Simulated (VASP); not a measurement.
# TiN (Fm-3m) in VASP: further runs

Runs on TiN. Level: PBEsol. Tasks: single point.

Program: VASP 6.6.1. These are calculated values, not measurements. Logs are shortened: lines on timing, memory, paths and dates and some standing lists are left out, and cuts for length are marked.

### 1 The cell of the first run

It takes space group Fm-3m (No. 225, cubic). The conventional cell has a = 4.118 Å, b = 4.118 Å, c = 4.118 Å, α = 90.00°, β = 90.00°, γ = 90.00°. Within 2.7 Å of Ti (site symmetry m-3m) lie 6 N at 2.06 Å. N (site symmetry m-3m) has 6 Ti at 2.06 Å within 2.7 Å.

### 2 Single point, PBEsol (volume scaled by 0.94)

File INCAR:

```
SYSTEM = TiN
  PREC = Accurate
  ENCUT = 520
  EDIFF = 1E-6
  ISMEAR = 0
  SIGMA = 0.1
  LREAL = .FALSE.
  LASPH = .TRUE.
  NELM = 60
  ALGO = Normal
  ISIF = 2
  LWAVE = .FALSE.
  LCHARG = .FALSE.
  GGA = PS
  NBANDS = 16
```

File KPOINTS:

```
regular mesh
0
G
  18 18 18
  0 0 0
```

File POSCAR:

```
TiN
1.0
    0.0000000000      2.0590570544      2.0590570544
    2.0590570544      0.0000000000      2.0590570544
    2.0590570544      2.0590570544      0.0000000000
Ti N
1 1
Direct
    0.0000000000      0.0000000000      0.0000000000
    0.5000000000      0.5000000000      0.5000000000
```

Potentials or basis: VASP PAW PBE potentials, release 64 (Ti_sv, N).

Command:

```console
$ cat potpaw_PBE.64/Ti_sv/POTCAR potpaw_PBE.64/N/POTCAR > POTCAR
$ mpirun -np 1 vasp_std > vasp.out
```

OUTCAR:

```text
SYSTEM = TiN
   PREC = Accurate
   ENCUT = 520
   EDIFF = 1E-6
   ISMEAR = 0
   LREAL = .FALSE.
   LASPH = .TRUE.
   NELM = 60
   ISIF = 2
   GGA = PS

 ion  position               nearest neighbor table
   1  0.000  0.000  0.000-   2 2.06   2 2.06   2 2.06   2 2.06   2 2.06   2 2.06
   2  0.500  0.500  0.500-   1 2.06   1 2.06   1 2.06   1 2.06   1 2.06   1 2.06

  LATTYP: Found a face centered cubic cell.
 ALAT       =     4.1181141088

  Lattice vectors:

 A1 = (   0.0000000000,   2.0590570544,   2.0590570544)
 A2 = (   2.0590570544,   0.0000000000,   2.0590570544)
 A3 = (   2.0590570544,   2.0590570544,   0.0000000000)

Analysis of symmetry for initial positions (statically):
=====================================================================
 Subroutine PRICEL returns:
 Original cell was already a primitive cell.

 Routine SETGRP: Setting up the symmetry group for a
 face centered cubic supercell.

 Subroutine GETGRP returns: Found 48 space group operations
 (whereof 48 operations were pure point group operations)
 out of a pool of 48 trial point group operations.

The static configuration has the point symmetry O_h .

Analysis of symmetry for dynamics (positions and initial velocities):
=====================================================================
 Subroutine PRICEL returns:
 Original cell was already a primitive cell.

 Routine SETGRP: Setting up the symmetry group for a
 face centered cubic supercell.

 Subroutine GETGRP returns: Found 48 space group operations
 (whereof 48 operations were pure point group operations)
 out of a pool of 48 trial point group operations.

The dynamic configuration has the point symmetry O_h .

 Subroutine INISYM returns: Found 48 space group operations
 (whereof 48 operations are pure point group operations),
 and found     1 'primitive' translations

----------------------------------------------------------------------------------------

                                     Primitive cell

  volume of cell :      17.4596

  direct lattice vectors                    reciprocal lattice vectors
     0.000000000  2.059057054  2.059057054    -0.242829600  0.242829600  0.242829600
     2.059057054  0.000000000  2.059057054     0.242829600 -0.242829600  0.242829600
     2.059057054  2.059057054  0.000000000     0.242829600  0.242829600 -0.242829600

  length of vectors
     2.911946412  2.911946412  2.911946412     0.420593204  0.420593204  0.420593204

  position of ions in fractional coordinates (direct lattice)
     0.000000000  0.000000000  0.000000000
     0.500000000  0.500000000  0.500000000

  ion indices of the primitive-cell ions
   primitive index   ion index
                 1           1
                 2           2

[... 76 lines left out ...]
   NFREE  =      0    steps in history (QN), initial steepest desc. (CG)
   ISIF   =      2    stress and relaxation
   ISYM   =      2    0-nonsym 1-usesym 2-fastsym
   POTIM  = 0.5000    time-step for ionic-motion
   TEBEG  =    0.0;   TEEND  =   0.0 temperature during run
   PSTRESS=    0.0 pullay stress
   NELECT =      17.0000    total number of electrons
   NUPDOWN=      -1.0000    fix difference up-down
   EMIN   =  10.00;   EMAX   =-10.00  energy-range for DOS
   EFERMI =   0.00;   METHOD = LEGACY
   ISMEAR =     0;   SIGMA  =   0.10  broadening in eV -4-tet -1-fermi 0-gaus
   EFERMI_NEDOS =   21; number of points for ismear=-14 and -15
   IALGO  =     38    algorithm
   IMIX   =      4    mixing-type and parameters
     AMIX     =   0.40;   BMIX     =  1.00
     AMIX_MAG =   1.60;   BMIX_MAG =  1.00
  volume/ion in A,a.u.               =       8.73        58.91
  Fermi-wavevector in a.u.,A,eV,Ry     =   1.622605  3.066278 35.822050  2.632846
  Thomas-Fermi vector in A             =   2.716191
   LORBIT       =      0    0 simple, 1 ext, 2 COOP (PROOUT), +10 PAW based schemes
   GGA     = PS    functional components
   LHFCALC =     F    Hartree Fock is set to
   AEXX    =    0.0000 exact exchange contribution
   IVDW    =     0    specifies the selected vdW correction
   LEPSILON=     F    determine dielectric tensor
   LRPA    =     F    only Hartree local field effects (RPA)
 non-spin polarized calculation
 Gauss-broadening in eV      SIGMA  =   0.10
  energy-cutoff  :      520.00
  volume of cell :       17.46
 maximum number of plane-waves:       493
 NGX is ok and might be reduce to    24
   NGX = 11   NGY = 11   NGZ = 11

 number of electron      17.0000003 magnetization

 Free energy of the ion-electron system (eV)
  ---------------------------------------------------
  ext. energy  EPLUGINS =         0.00000000
  ---------------------------------------------------
  free energy    TOTEN  =       -20.70765499 eV

  energy without entropy =      -20.70400794  energy(sigma->0) =      -20.70583147

 E-fermi :  12.5464     XC(G=0): -13.7204

 val. band max:       12.5059143653   @ k =  -0.3889   0.3333   0.0556
 cond. band min:      12.5530402479   @ k =   0.4444   0.2222   0.1111
 fundamental gap:      0.0471258826
 Fermi energy:        12.5463764076

 k-point     1 :       0.0000    0.0000    0.0000
  band No.  band energies     occupation
      1     -44.9342      2.00000
      2     -20.9358      2.00000
      3     -20.9358      2.00000
      4     -20.9358      2.00000
      5      -5.0331      2.00000
      6      10.4183      2.00000
[... 433 lines left out ...]
      3     -21.0016      2.00000
      4     -20.9591      2.00000
      5      -3.8099      2.00000
      6       6.7190      2.00000
[... 8 lines left out ...]
     15      26.1884      0.00000
     16      30.6320      0.00000

 [... further k-points ...]

------------------------ aborting loop because EDIFF is reached ----------------------------------------

  FORCE on cell =-STRESS in cart. coord.  units (eV):
  Direction    XX          YY          ZZ          XY          YZ          ZX
  --------------------------------------------------------------------------------------
  -------------------------------------------------------------------------------------
  Total        2.3620496      2.3620496      2.3620496      0.0000000      0.0000000     -0.0000000
  in kB      216.7526698    216.7526698    216.7526698      0.0000000      0.0000000     -0.0000000
  external PRESSURE =     216.7526698 kB  Pullay stress =       0.0000000 kB

 VOLUME and BASIS-vectors are now :
 -----------------------------------------------------------------------------
  energy-cutoff  :      520.00
  volume of cell :       17.46
      direct lattice vectors                 reciprocal lattice vectors
     0.000000000  2.059057054  2.059057054    -0.242829600  0.242829600  0.242829600
     2.059057054  0.000000000  2.059057054     0.242829600 -0.242829600  0.242829600
     2.059057054  2.059057054  0.000000000     0.242829600  0.242829600 -0.242829600

 POSITION                                       TOTAL-FORCE (eV/Angst)
 -----------------------------------------------------------------------------------
      0.00000      0.00000      0.00000        -0.000000      0.000000      0.000000
      2.05906      2.05906      2.05906         0.000000     -0.000000     -0.000000
 -----------------------------------------------------------------------------------
    total drift:                                0.000000     -0.000000     -0.000000

  FREE ENERGIE OF THE ION-ELECTRON SYSTEM (eV)
  ---------------------------------------------------
  free  energy   TOTEN  =       -20.7076549915 eV

  energy  without entropy=      -20.7040079407  energy(sigma->0) =      -20.70583147
```

stdout:

```text
POSCAR found type information on POSCAR TiN
 POSCAR found :  2 types and       2 ions
 scaLAPACK will be used
 -----------------------------------------------------------------------------
|                                                                             |
|                                                                             |
|     You enforced a specific xc type in the INCAR file but a different       |
|     I HOPE YOU KNOW WHAT YOU ARE DOING!                                     |
|                                                                             |
 -----------------------------------------------------------------------------

 LDA part: xc-table for (Slater+PW92), standard interpolation
 POSCAR, INCAR and KPOINTS ok, starting setup
 FFT: planning ... GRIDC
 FFT: planning ... GRID_SOFT
 FFT: planning ... GRID
 WAVECAR not read
 entering main loop
```

Wall time 20 s (1 thread of Intel Xeon 6975P-C (Granite Rapids), shared host); peak memory 0.17 GiB.

Results:

| Property | Result |
| --- | --- |
| Free energy | -20.7077 eV |
| Pressure | 21.7 GPa |

Levels at points of the mesh, in eV from the Fermi level:
```
           k point  band 5  band 6  band 7  band 8  band 9  band 10  band 11  band 12  band 13  band 14
(0.00, 0.00, 0.00)  -17.58   -2.13   -2.13   -2.13   -0.71    -0.71    -0.71     0.66     0.66     6.45
(0.50, 0.00, 0.00)  -14.66   -8.68   -5.97   -5.97    1.97     1.97     2.74     6.44     6.52     6.52
(0.50, 0.50, 0.00)  -16.13   -6.02   -3.52   -3.33   -3.33     1.89     2.78     2.78     4.36    11.78
```

Caveat: the cell differs from its parent crystal (volume scaled by 0.94); the PAW data sets were made with another functional, which shifts forces and pressure a little.

### 3 Single point, PBEsol (volume scaled by 0.97)

File INCAR:

```
PREC     = Accurate       # precision mode
ENCUT    = 520            # plane-wave cutoff, eV
EDIFF    = 1E-6           # SCF threshold, eV
ISMEAR   = 0              # smearing method
SIGMA    = 0.1            # smearing width, eV
LREAL    = F              # projectors in reciprocal space
LASPH    = T              # aspherical terms in the spheres
NELM     = 80             # most SCF steps
ALGO     = Normal         # electronic algorithm
ISIF     = 2              # what is computed and relaxed
LWAVE    = F              # write WAVECAR
LCHARG   = F              # write CHGCAR
GGA      = PS             # functional
NBANDS   = 16             # bands
```

File KPOINTS:

```
Automatic mesh
0
Gamma
  18 18 18
```

File POSCAR:

```
TiN
1.0
    0.0000000000      2.0807329321      2.0807329321
    2.0807329321      0.0000000000      2.0807329321
    2.0807329321      2.0807329321      0.0000000000
Ti N
1 1
Direct
    0.0000000000      0.0000000000      0.0000000000
    0.5000000000      0.5000000000      0.5000000000
```

Potentials or basis: VASP PAW PBE potentials, release 64 (Ti_sv, N).

Command:

```console
$ cat potpaw_PBE.64/Ti_sv/POTCAR potpaw_PBE.64/N/POTCAR > POTCAR
$ mpirun -np 1 vasp_std > vasp.out
```

Wall time 20 s (1 thread of Intel Xeon 6975P-C (Granite Rapids), shared host); peak memory 0.18 GiB.

Results (log left out):

```
Free energy : -20.7633 eV
Pressure    : 10.2 GPa
```

Levels at points of the mesh, in eV from the Fermi level:
| k point | band 6 | band 7 | band 8 | band 9 | band 10 | band 11 | band 12 | band 13 |
| --- | --- | --- | --- | --- | --- | --- | --- | --- |
| (0.00, 0.00, 0.00) | -2.09 | -2.09 | -2.09 | -0.68 | -0.68 | -0.68 | 0.63 | 0.63 |
| (0.50, 0.00, 0.00) | -8.48 | -5.80 | -5.80 | 1.87 | 1.87 | 2.61 | 6.25 | 6.25 |
| (0.50, 0.50, 0.00) | -5.96 | -3.37 | -3.30 | -3.30 | 1.80 | 2.65 | 2.65 | 4.10 |

Caveat: the cell differs from its parent crystal (volume scaled by 0.97); the PAW data sets were made with another functional, which shifts forces and pressure a little.

### 4 Single point, PBEsol

This run uses another cell than the first one, of 9.29 Å³/atom, 1.064 times its volume.

File INCAR:

```
PREC = Accurate
ENCUT = 520
EDIFF = 1E-7
ISMEAR = 0
SIGMA = 0.1
LREAL = False
LASPH = True
NELM = 80
ALGO = Normal
ISIF = 2
LWAVE = False
LCHARG = False
GGA = PS
NBANDS = 16
```

File KPOINTS:

```
regular mesh
0
Gamma
  18 18 18
```

File POSCAR:

```
TiN
1.0
    0.0000000000      2.1019663673      2.1019663673
    2.1019663673      0.0000000000      2.1019663673
    2.1019663673      2.1019663673      0.0000000000
Ti N
1 1
Direct
    0.0000000000      0.0000000000      0.0000000000
    0.5000000000      0.5000000000      0.5000000000
```

Command:

```console
$ cat potpaw_PBE.64/Ti_sv/POTCAR potpaw_PBE.64/N/POTCAR > POTCAR
$ mpirun -np 1 vasp_std > vasp.out
```

It took 21 s on 1 thread of Intel Xeon 6975P-C (Granite Rapids), shared host; peak memory 0.18 GiB.

It converged, with:

| Property | Result |
| --- | --- |
| Free energy | -20.7821 eV |
| Pressure | 0.5 GPa |

Levels at points of the mesh, in eV from the Fermi level:
```csv
k point,band 7,band 8,band 9,band 10,band 11,band 12
"(0.00, 0.00, 0.00)",-2.05,-2.05,-0.65,-0.65,-0.65,0.60
"(0.50, 0.00, 0.00)",-5.63,-5.63,1.78,1.78,2.49,5.99
"(0.50, 0.50, 0.00)",-3.25,-3.25,-3.23,1.72,2.52,2.52
```

Caveat: the PAW data sets were made with another functional, which shifts forces and pressure a little.

### 5 Summary

| cell | gap on the mesh (eV) | pressure (GPa) |
| --- | --- | --- |
| a = 2.912 Å, angles 60.0°, 2 atoms | none | 21.7 |
| a = 2.943 Å, angles 60.0°, 2 atoms | none | 10.2 |
| a = 2.973 Å, angles 60.0°, 2 atoms | none | 0.5 |

Alike in all rows: task single point; level PBEsol; potentials or basis VASP PAW PBE potentials, release 64 (Ti_sv, N); no spin polarisation; k mesh 18 × 18 × 18; cutoff (eV) 520; smearing gaussian 0.1 eV.

Caveats: the PAW data sets were made with another functional, which shifts forces and pressure a little.

Total energies depend on the potentials used, so only differences within one code and one set of settings carry meaning.
